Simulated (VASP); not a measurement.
Write the native input for VASP 6.6.1 that does the following.

```
Task                   : single point
Functional             : revPBE
Potentials or basis    : VASP PAW PBE potentials, release 64 (Ca_sv, S)
Cutoff                 : 500 eV
k mesh                 : 8 × 8 × 8
Occupations            : gaussian, width 0.05 eV
Spin                   : no spin polarisation
Dipole correction      : no
Further INCAR settings : ALGO = Normal; EDIFF = 1e-06; NBANDS = 15
```

The structure of CaS lies in POSCAR:

```
CaS
1.0
    0.0000000000      2.9223842383      2.9223842383
    2.9223842383      0.0000000000      2.9223842383
    2.9223842383      2.9223842383      0.0000000000
Ca S
1 1
Direct
    0.5000000000      0.5000000000      0.5000000000
    0.0000000000      0.0000000000      0.0000000000
```

This cell differs from its parent crystal: volume scaled by 1.04.

The input as run:

INCAR

```
  PREC = Accurate
  ENCUT = 500
  EDIFF = 1E-6
  ISMEAR = 0
  SIGMA = 0.05
  LREAL = F
  LASPH = T
  NELM = 120
  ALGO = Normal
  ISIF = 2
  LWAVE = F
  LCHARG = F
  GGA = RE
  NBANDS = 15
  GGA_COMPAT = F
```

KPOINTS

```
Automatic mesh
0
Gamma
  8 8 8
```

Potentials or basis: VASP PAW PBE potentials, release 64 (Ca_sv, S).

The run is started by

```sh
$ cat potpaw_PBE.64/Ca_sv/POTCAR potpaw_PBE.64/S/POTCAR > POTCAR
$ mpirun -np 1 vasp_std > vasp.out
```

Results of the run:

- Pressure: -1.8 GPa
- Band gap on the k mesh: 2.61 eV, indirect (least direct gap 3.35 eV)

Caveat: the PAW data sets were made with another functional, which shifts forces and pressure a little.

Wall time 15 s on 1 thread of Intel(R) Xeon(R) 6975P-C (Granite Rapids), with other jobs on the host, peak memory 0.17 GiB.
